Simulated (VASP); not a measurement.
# Ni (P6_3/mmc) in VASP: settings compared

Ni is run at these levels: PBE, LDA, revPBE, RPBE; tasks: single point, relaxation of cell and atoms.

All numbers are computed with VASP 6.6.1; they aren't measurements. Logs are shortened: lines on timing, memory, paths and dates and some standing lists are left out, and cuts for length are marked.

### Step 1. The cell of the first run

Symmetry: P6_3/mmc, No. 194, hexagonal system. The conventional cell has a = 2.448 Å, b = 2.448 Å, c = 4.073 Å, α = 90.00°, β = 90.00°, γ = 120.00°. Within 3.2 Å of Ni (site symmetry -6m2) lie 12 Ni at 2.45 to 2.48 Å.

This isn't the form of Ni at room conditions, which is fcc.

### Step 2. Single point, PBE, collinear spin, ferromagnetic start

The input, INCAR:

```
SYSTEM = Ni
PREC = Accurate
ENCUT = 520
EDIFF = 1E-6
ISMEAR = -1
SIGMA = 0.05
LREAL = .False.
LASPH = .True.
NELM = 150
ALGO = Normal
ISIF = 2
LWAVE = .False.
LCHARG = .True.
ISPIN = 2
MAGMOM = 1 1
LORBIT = 11
LMAXMIX = 4
GGA = PE
LELF = .True.
LVHAR = .True.
NBANDS = 21
```

The input, KPOINTS:

```
regular mesh
0
Gamma
  12 12 7
  0 0 0
```

The input, POSCAR:

```
Ni
1.0
    2.4480228978      0.0000000000      0.0000000000
   -1.2240114489      2.1200500186      0.0000000000
    0.0000000000      0.0000000000      4.0728075700
Ni
2
Direct
    0.6666666667      0.3333333333      0.7500000000
    0.3333333333      0.6666666667      0.2500000000
```

Potentials or basis: VASP PAW PBE potentials, release 64 (Ni).

On the command line:

```
$ cat potpaw_PBE.64/Ni/POTCAR > POTCAR
$ mpirun -np 1 vasp_std > vasp.out
```

OUTCAR:

```text
SYSTEM = Ni
   PREC = Accurate
   ENCUT = 520
   EDIFF = 1E-6
   ISMEAR = -1
   LREAL = .False.
   LASPH = .True.
   NELM = 150
   ISIF = 2
   ISPIN = 2
   LORBIT = 11
   GGA = PE

 ion  position               nearest neighbor table
   1  0.667  0.333  0.750-   2 2.48   2 2.48   2 2.48   2 2.48   2 2.48   2 2.48
   2  0.333  0.667  0.250-   1 2.48   1 2.48   1 2.48   1 2.48   1 2.48   1 2.48

  LATTYP: Found a hexagonal cell.
 ALAT       =     2.4480228978
 C/A-ratio  =     1.6637130207

  Lattice vectors:

 A1 = (   2.4480228978,   0.0000000000,   0.0000000000)
 A2 = (  -1.2240114489,   2.1200500186,   0.0000000000)
 A3 = (   0.0000000000,   0.0000000000,   4.0728075700)

Analysis of symmetry for initial positions (statically):
=====================================================================
 Subroutine PRICEL returns:
 Original cell was already a primitive cell.

 Routine SETGRP: Setting up the symmetry group for a
 hexagonal supercell.

 Subroutine GETGRP returns: Found 24 space group operations
 (whereof 12 operations were pure point group operations)
 out of a pool of 24 trial point group operations.

The static configuration has the point symmetry D_3d.
 The point group associated with its full space group is D_6h.

Analysis of symmetry for dynamics (positions and initial velocities):
=====================================================================
 Subroutine PRICEL returns:
 Original cell was already a primitive cell.

 Routine SETGRP: Setting up the symmetry group for a
 hexagonal supercell.

 Subroutine GETGRP returns: Found 24 space group operations
 (whereof 12 operations were pure point group operations)
 out of a pool of 24 trial point group operations.

The dynamic configuration has the point symmetry D_3d.
 The point group associated with its full space group is D_6h.

Analysis of structural, dynamic, and magnetic symmetry:
=====================================================================
 Subroutine PRICEL returns:
 Original cell was already a primitive cell.

 Routine SETGRP: Setting up the symmetry group for a
 hexagonal supercell.

 Subroutine GETGRP returns: Found 24 space group operations
 (whereof 12 operations were pure point group operations)
 out of a pool of 24 trial point group operations.

The overall configuration has the point symmetry D_3d.
 The point group associated with its full space group is D_6h.

 Subroutine INISYM returns: Found 24 space group operations
 (whereof 12 operations are pure point group operations),
 and found     1 'primitive' translations

----------------------------------------------------------------------------------------

                                     Primitive cell

  volume of cell :      21.1376

  direct lattice vectors                    reciprocal lattice vectors
     2.448022898  0.000000000  0.000000000     0.408492911  0.235843492  0.000000000
    -1.224011449  2.120050019  0.000000000     0.000000000  0.471686984  0.000000000
     0.000000000  0.000000000  4.072807570     0.000000000  0.000000000  0.245530873

  length of vectors
     2.448022898  2.448022898  4.072807570     0.471686984  0.471686984  0.245530873

  position of ions in fractional coordinates (direct lattice)
     0.666666667  0.333333333  0.750000000
     0.333333333  0.666666667  0.250000000

  ion indices of the primitive-cell ions
   primitive index   ion index
                 1           1
                 2           2

----------------------------------------------------------------------------------------

 KPOINTS: regular mesh

Automatic generation of k-mesh.
 Grid dimensions read from file:
 generate k-points for:   12   12    7

 Generating k-lattice:

  Cartesian coordinates                     Fractional coordinates (reciprocal lattice)
     0.034041076  0.019653624  0.000000000     0.083333333 -0.000000000  0.000000000
     0.000000000  0.039307249  0.000000000     0.000000000  0.083333333  0.000000000
     0.000000000  0.000000000  0.035075839     0.000000000  0.000000000  0.142857143

  Length of vectors
     0.039307249  0.039307249  0.035075839

  Shift w.r.t. Gamma in fractional coordinates (k-lattice)
     0.000000000  0.000000000  0.000000000

 Subroutine IBZKPT returns following result:
 ===========================================

 Found     76 irreducible k-points:

 Following reciprocal coordinates:
            Coordinates               Weight
  0.000000  0.000000  0.000000      1.000000
  0.083333  0.000000  0.000000      6.000000
  0.166667 -0.000000  0.000000      6.000000
  0.250000 -0.000000  0.000000      6.000000
  0.333333  0.000000  0.000000      6.000000
  0.416667 -0.000000  0.000000      6.000000
[... 16 lines left out ...]
  0.250000 -0.000000  0.142857     12.000000
  0.333333  0.000000  0.142857     12.000000
 [... further k-points ...]
   k-points           NKPTS =     76   k-points in BZ     NKDIM =     76   number of bands    NBANDS=     21
   number of dos      NEDOS =    301   number of ions     NIONS =      2
   total plane-waves  NPLWV =   9720
   dimension x,y,z NGX =    18 NGY =   18 NGZ =   30
   dimension x,y,z NGXF=    36 NGYF=   36 NGZF=   60
   ions per type =               2
   NGX,Y,Z   is equivalent  to a cutoff of  12.22, 12.22, 12.25 a.u.
   NGXF,Y,Z  is equivalent  to a cutoff of  24.45, 24.45, 24.49 a.u.
 SYSTEM =  Ni
   PREC   = accura    normal or accurate (medium, high low for compatibility)
   ISTART =      0    job   : 0-new  1-cont  2-samecut
   ICHARG =      2    charge: 1-file 2-atom 10-const
   ISPIN  =      2    spin polarized calculation?
   LNONCOLLINEAR =      F non collinear calculations
   LSORBIT =      F    spin-orbit coupling
   LASPH  =      T    aspherical Exc in radial PAW
   ENCUT  =  520.0 eV  38.22 Ry    6.18 a.u.   4.55  4.55  7.57*2*pi/ulx,y,z
   NELM   =    150;   NELMIN=  2; NELMDL= -5     # of ELM steps
   EDIFF  = 0.1E-05   stopping-criterion for ELM
   LREAL  =      F    real-space projection
[... 7 lines left out ...]
   TEBEG  =    0.0;   TEEND  =   0.0 temperature during run
   PSTRESS=    0.0 pullay stress
   NELECT =      20.0000    total number of electrons
   NUPDOWN=      -1.0000    fix difference up-down
   EMIN   =  10.00;   EMAX   =-10.00  energy-range for DOS
   EFERMI =   0.00;   METHOD = LEGACY
   ISMEAR =    -1;   SIGMA  =   0.05  broadening in eV -4-tet -1-fermi 0-gaus
   EFERMI_NEDOS =   21; number of points for ismear=-14 and -15
   IALGO  =     38    algorithm
   IMIX   =      4    mixing-type and parameters
     AMIX     =   0.40;   BMIX     =  1.00
     AMIX_MAG =   1.60;   BMIX_MAG =  1.00
  volume/ion in A,a.u.               =      10.57        71.32
  Fermi-wavevector in a.u.,A,eV,Ry     =   1.607187  3.037143 35.144518  2.583049
  Thomas-Fermi vector in A             =   2.703255
   LORBIT       =     11    0 simple, 1 ext, 2 COOP (PROOUT), +10 PAW based schemes
   GGA     = PE    functional components
   LHFCALC =     F    Hartree Fock is set to
   AEXX    =    0.0000 exact exchange contribution
   IVDW    =     0    specifies the selected vdW correction
   LEPSILON=     F    determine dielectric tensor
   LRPA    =     F    only Hartree local field effects (RPA)
 spin polarized calculation
  energy-cutoff  :      520.00
  volume of cell :       21.14
 maximum number of plane-waves:       586
   NGX =  9   NGY =  9   NGZ = 15

 number of electron      19.9999995 magnetization       1.2665009

 Free energy of the ion-electron system (eV)
  ---------------------------------------------------
  ext. energy  EPLUGINS =         0.00000000
  ---------------------------------------------------
  free energy    TOTEN  =       -10.88542730 eV

  energy without entropy =      -10.85049513  energy(sigma->0) =      -10.86796122

 E-fermi :   9.8115     XC(G=0): -13.4264

 val. band max:        9.8090434965   @ k =   0.3333   0.3333   0.2857
 cond. band min:       9.8179415252   @ k =   0.5000  -0.0000   0.4286
 fundamental gap:      0.0088980287
 Fermi energy:         9.8115223080

 spin component 1

 k-point     1 :       0.0000    0.0000    0.0000
  band No.  band energies     occupation
      1       0.5766      1.00000
      2       4.7828      1.00000
      3       7.2267      1.00000
      4       7.3864      1.00000
      5       7.3864      1.00000
      6       7.6497      1.00000
[... 13 lines left out ...]
     20      36.5500      0.00000
     21      40.4700      0.00000

 k-point     2 :       0.0833    0.0000    0.0000
  band No.  band energies     occupation
      1       0.8261      1.00000
      2       4.9385      1.00000
      3       7.1199      1.00000
      4       7.4627      1.00000
      5       7.4957      1.00000
      6       7.5967      1.00000
[... 13 lines left out ...]
     20      39.0246      0.00000
     21      39.5389      0.00000

 k-point     3 :       0.1667   -0.0000    0.0000
  band No.  band energies     occupation
      1       1.5516      1.00000
      2       5.3294      1.00000
      3       6.8935      1.00000
      4       7.1099      1.00000
      5       7.4002      1.00000
      6       7.7368      1.00000
[... 13 lines left out ...]
     20      38.7646      0.00000
     21      39.1353      0.00000
[... 457 lines left out ...]
 k-point    23 :       0.2500   -0.0000    0.1429
  band No.  band energies     occupation
      1       2.8277      1.00000
      2       5.6622      1.00000
      3       6.3270      1.00000
      4       6.7885      1.00000
      5       7.1938      1.00000
      6       7.7508      1.00000
[... 13 lines left out ...]
     20      36.2748      0.00000
     21      37.2360      0.00000

 k-point    24 :       0.3333    0.0000    0.1429
  band No.  band energies     occupation
      1       4.0319      1.00000
      2       5.6199      1.00000
      3       5.9820      1.00000
      4       6.7325      1.00000
      5       7.3572      1.00000
      6       7.6253      1.00000
[... 13 lines left out ...]
     20      34.8855      0.00000
     21      37.9674      0.00000

 [... further k-points ...]

 spin component 2

 k-point     1 :       0.0000    0.0000    0.0000
  band No.  band energies     occupation
      1       0.5496      1.00000
      2       5.1895      1.00000
      3       7.9463      1.00000
      4       8.0748      1.00000
      5       8.0748      1.00000
      6       8.3569      1.00000
[... 13 lines left out ...]
     20      36.6366      0.00000
     21      40.5550      0.00000

 k-point     2 :       0.0833    0.0000    0.0000
  band No.  band energies     occupation
      1       0.7995      1.00000
      2       5.3555      1.00000
      3       7.8082      1.00000
      4       8.1744      1.00000
      5       8.1888      1.00000
      6       8.2986      1.00000
[... 13 lines left out ...]
     20      39.1076      0.00000
     21      39.6210      0.00000

 k-point     3 :       0.1667   -0.0000    0.0000
  band No.  band energies     occupation
      1       1.5279      1.00000
      2       5.7792      1.00000
      3       7.4988      1.00000
      4       7.5439      1.00000
      5       8.0856      1.00000
      6       8.4638      1.00000
[... 13 lines left out ...]
     20      38.7864      0.00000
     21      39.2132      0.00000
[... 457 lines left out ...]
 k-point    23 :       0.2500   -0.0000    0.1429
  band No.  band energies     occupation
      1       2.8237      1.00000
      2       6.1129      1.00000
      3       6.7639      1.00000
      4       7.3760      1.00000
      5       7.8585      1.00000
      6       8.3543      1.00000
[... 13 lines left out ...]
     20      36.3664      0.00000
     21      37.3045      0.00000

 k-point    24 :       0.3333    0.0000    0.1429
  band No.  band energies     occupation
      1       4.1083      1.00000
      2       6.1112      1.00000
      3       6.4429      1.00000
      4       7.2769      1.00000
      5       7.9974      1.00000
      6       8.2524      1.00000
[... 13 lines left out ...]
     20      34.9814      0.00000
     21      38.0258      0.00000

 [... further k-points ...]

------------------------ aborting loop because EDIFF is reached ----------------------------------------

  FORCE on cell =-STRESS in cart. coord.  units (eV):
  Direction    XX          YY          ZZ          XY          YZ          ZX
  --------------------------------------------------------------------------------------
  -------------------------------------------------------------------------------------
  Total        1.0941820      1.0941820      0.5863776     -0.0000000      0.0000000      0.0000000
  in kB       82.9363037     82.9363037     44.4459812     -0.0000000      0.0000000      0.0000000
  external PRESSURE =      70.1061962 kB  Pullay stress =       0.0000000 kB

 VOLUME and BASIS-vectors are now :
 -----------------------------------------------------------------------------
  energy-cutoff  :      520.00
  volume of cell :       21.14
      direct lattice vectors                 reciprocal lattice vectors
     2.448022898  0.000000000  0.000000000     0.408492911  0.235843492  0.000000000
    -1.224011449  2.120050019  0.000000000     0.000000000  0.471686984  0.000000000
     0.000000000  0.000000000  4.072807570     0.000000000  0.000000000  0.245530873

 POSITION                                       TOTAL-FORCE (eV/Angst)
 -----------------------------------------------------------------------------------
      1.22401      0.70668      3.05461        -0.000000      0.000000      0.000000
     -0.00000      1.41337      1.01820         0.000000     -0.000000      0.000000
 -----------------------------------------------------------------------------------
    total drift:                               -0.000000      0.000000     -0.000000

  FREE ENERGIE OF THE ION-ELECTRON SYSTEM (eV)
  ---------------------------------------------------
  free  energy   TOTEN  =       -10.8854273020 eV

  energy  without entropy=      -10.8504951335  energy(sigma->0) =      -10.86796122

 total charge

# of ion       s       p       d       tot
------------------------------------------
    1        0.510   0.524   8.331   9.364
    2        0.510   0.524   8.331   9.364
--------------------------------------------------
tot          1.019   1.048  16.661  18.728

 magnetization (x)

# of ion       s       p       d       tot
------------------------------------------
    1       -0.005  -0.025   0.672   0.642
    2       -0.005  -0.025   0.672   0.642
--------------------------------------------------
tot         -0.009  -0.049   1.343   1.284
```

It took 24 s on 1 thread of AMD EPYC 9R45 (Zen 5), shared host; peak memory 0.14 GiB.

What came out:

* Free energy: -10.8854 eV
* Pressure: 7.0 GPa
* Net moment: 1.27 μB per cell
* Site moments: Ni +0.64 μB
* Valence electrons inside the program's atomic spheres: Ni 9.36

Caveat: the cell stands under pressure.

[end of part 1 of 3]
